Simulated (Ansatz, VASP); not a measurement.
One calculation of Re, two programs

The input INCAR:

```
ALGO     = Normal         # electronic algorithm
EDIFF    = 1E-8           # SCF threshold, eV
ENCUT    = 520            # plane-wave cutoff, eV
ISIF     = 2              # what is computed and relaxed
ISMEAR   = -1             # smearing method
LASPH    = T              # aspherical terms in the spheres
LCHARG   = F              # write CHGCAR
LEFG     = T            
LREAL    = F              # projectors in reciprocal space
LWAVE    = F              # write WAVECAR
NBANDS   = 14             # bands
NELM     = 60             # most SCF steps
PREC     = Accurate       # precision mode
SIGMA    = 0.05           # smearing width, eV
```

The input KPOINTS:

```
k-points
0
Gamma
  14 14 8
```

Contents of POSCAR:

```
Re
1.0
    2.5497657329      0.0000000000      0.0000000000
   -1.2748828664      2.2081618983      0.0000000000
    0.0000000000      0.0000000000      4.0770373845
Re
2
Direct
    0.3333333333      0.6666666667      0.2500000000
    0.6666666667      0.3333333333      0.7500000000
```

Input for Ansatz:

```yaml
crystal:
  lattice:
    - [2.5497657329, 0.0, 0.0]
    - [-1.2748828664, 2.2081618983, 0.0]
    - [0.0, 0.0, 4.0770373845]
  atoms:
    - { symbol: Re, position: [0.3333333333, 0.6666666667, 0.25] }
    - { symbol: Re, position: [0.6666666667, 0.3333333333, 0.75] }
kpoints:
  mp_grid: { grid: [14, 14, 8] }
scf:
  occupations: { method: fermi_dirac, width: 0.05 }
hamiltonian:
  xc: lda
  pseudopotentials: { kind: all_electron, datasets: crystal }
output:
  forces: true
  stress: true
  eigenvalues: true
  efg: { contact_densities: true }
```

Change from the starting cell: volume scaled by 0.94, crystal datasets.

Alike in both runs: task electric field gradients; functional LDA; k mesh 14 × 14 × 8; occupations fermi-dirac, width 0.05 eV; no spin polarisation.

```csv
,VASP,Ansatz
version,VASP 6.6.1,Ansatz 0.2.0
potentials or method,"VASP PAW LDA potentials, release 64 (Re), cutoff 520 eV","all-electron PAW with datasets made for the crystal, scalar-relativistic"
```

Ansatz gave:

| Quantity | Value |
| --- | --- |
| pressure (GPa) | 143.7 |
| traceless stress, the component that is largest in VASP (GPa) | 5.15 |
| size of Vzz on the site where it differs most (V/Å²) | 80.4 |

Problem. Estimate VASP's values.

Solution. Pressure (GPa): 151.8; traceless stress, the component that is largest in VASP (GPa): 5.05; size of Vzz on the site where it differs most (V/Å²): 104.8.

LDA's correlation is that of Perdew and Zunger in VASP and of Perdew and Wang (1992) in Ansatz. Both programs put the cell under a high pressure, so it lies far from rest at this level. Ansatz ran all-electron here, and VASP with PAW potentials.

Spin-orbit coupling is off throughout. Noted on VASP's run: the cell as given lies far from equilibrium.
